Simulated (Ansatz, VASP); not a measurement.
**TiO2: VASP beside Ansatz**

```xyz
12
Lattice="-4.3508 4.3508 1.8876 4.3508 -4.3508 1.8876 4.3508 4.3508 -1.8876" Properties=species:S:1:pos:R:3 pbc="T T T"
Ti    4.3259   -1.8075    1.8876
Ti    2.5433    0.0248    0.0000
Ti    1.8075    4.3259    1.8876
Ti    0.0248    6.1582    0.0000
O     3.0387   -0.0099    1.8876
O     1.3888    1.4067    0.0000
O     4.3409    1.3121    0.0000
O     7.2948    1.3888    0.0000
O    -2.9441    2.9620    1.8876
O     0.0099    3.0387    1.8876
O     2.9620    2.9441    1.8876
O     1.3121    4.3606    0.0000
```

Alike in both runs: task single point; functional PBE; k mesh 8 × 8 × 8; occupations fermi-dirac, width 0.05 eV; no spin polarisation.

|  | VASP | Ansatz |
| --- | --- | --- |
| version | VASP 6.6.1 | Ansatz 0.2.0 |
| potentials or method | VASP PAW PBE potentials, release 64 (Ti_sv, O), cutoff 520 eV | Ansatz PAW |
| valence electrons in the cell | 96 | 96 |

|  | VASP | Ansatz | Ansatz less VASP |
| --- | --- | --- | --- |
| gap on the k mesh at the Fermi level (eV) | 1.62 | 1.64 | +0.019 |
| least direct gap on the mesh (eV) | 2.31 | 2.33 | +0.019 |
| pressure (GPa) | 3.8 | 3.2 | -0.65 |
| traceless stress, the component that is largest in VASP (GPa) | 0.13 | 0.25 | +0.123 |
| rms of the force components (eV/Å) | 0.049 | 0.074 | +0.0245 |

Atom by atom the forces differ by 0.028 eV/Å (rms over components).
